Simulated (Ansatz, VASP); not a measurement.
**One calculation of KMgF3, two programs**

```
K Mg F
1.0
     3.99125    0.00000    0.00000
     0.00000    3.99125    0.00000
     0.35921    0.00000    3.99125
K Mg F
1 1 3
Cartesian
  2.1752 1.9956 1.9956
  0.0000 0.0000 0.0000
  0.0000 1.9956 0.0000
  0.1796 0.0000 1.9956
  1.9956 0.0000 0.0000
```

Alike in both runs: task single point; functional PBEsol; k mesh 6 × 6 × 6; occupations gaussian, width 0.02 eV; no spin polarisation.

|  | VASP | Ansatz |
| --- | --- | --- |
| version | VASP 6.6.1 | Ansatz 0.2.0 |
| potentials or method | VASP PAW PBE potentials, release 64 (K_sv, Mg, F), cutoff 520 eV | scalar-relativistic, plane waves, PAW |
| valence electrons in the cell | 32 | 40 |

Ansatz gave:

```
gap on the k mesh at the Fermi level (eV)                     : 6.97
least direct gap on the mesh (eV)                             : 7.15
pressure (GPa)                                                : 0.2
traceless stress, the component that is largest in VASP (GPa) : -4.15
```

Problem. Estimate VASP's values.

Solution. gap on the k mesh at the Fermi level (eV): 6.95; least direct gap on the mesh (eV): 7.13; pressure (GPa): -0.2; traceless stress, the component that is largest in VASP (GPa): -4.20.

VASP's potentials were made for PBE, not for PBEsol. VASP's potentials hold 32 valence electrons a cell and Ansatz's 40, so a difference there can come from the potentials and not from the codes.
